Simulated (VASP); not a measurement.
Here is a VASP 6.6.1 calculation.

The input INCAR:

```
SYSTEM = SiO2
PREC = Accurate
ENCUT = 520
EDIFF = 1E-8
ISMEAR = -1
SIGMA = 0.03
LREAL = .False.
LASPH = .True.
NELM = 100
ALGO = Normal
ISIF = 2
LWAVE = .False.
LCHARG = .False.
GGA = PS
LEFG = .True.
NBANDS = 25
```

The input KPOINTS:

```
regular mesh
0
Gamma
  6 6 9
  0 0 0
```

POSCAR

```
SiO2
1.0
    4.1939874774      0.0000000000      0.0000000000
    0.0000000000      4.1939874774      0.0000000000
    0.0000000000      0.0000000000      2.6766631880
Si O
2 4
Direct
    0.0000000000      0.0000000000      0.0000000000
    0.5000000000      0.5000000000      0.5000000000
    0.3067000000      0.3067000000      0.0000000000
    0.1933000000      0.8067000000      0.5000000000
    0.6933000000      0.6933000000      0.0000000000
    0.8067000000      0.1933000000      0.5000000000
```

Potentials or basis: VASP PAW PBE potentials, release 64 (Si, O).

Command:

```console
$ cat potpaw_PBE.64/Si/POTCAR potpaw_PBE.64/O/POTCAR > POTCAR
$ mpirun -np 1 vasp_std > vasp.out
```

**Question.** Predict the pressure.

**Answer.** 1.4 GPa.

**Question.** What does it give for the band gap on the k mesh?

**Answer.** 5.40 eV, direct.

**Question.** What does it give for the largest force?

**Answer.** 0.163 eV/Å.

Stress tensor (GPa, compression positive):
```
1.11 0.00 0.00
0.00 1.11 0.00
0.00 0.00 1.90
```

Caveat: without QUAD_EFG the Cq values of the log hold for a quadrupole moment of 1 mb, not for the nuclei; the PAW data sets were made with another functional, which shifts forces and pressure a little. A k mesh can miss the band edges.
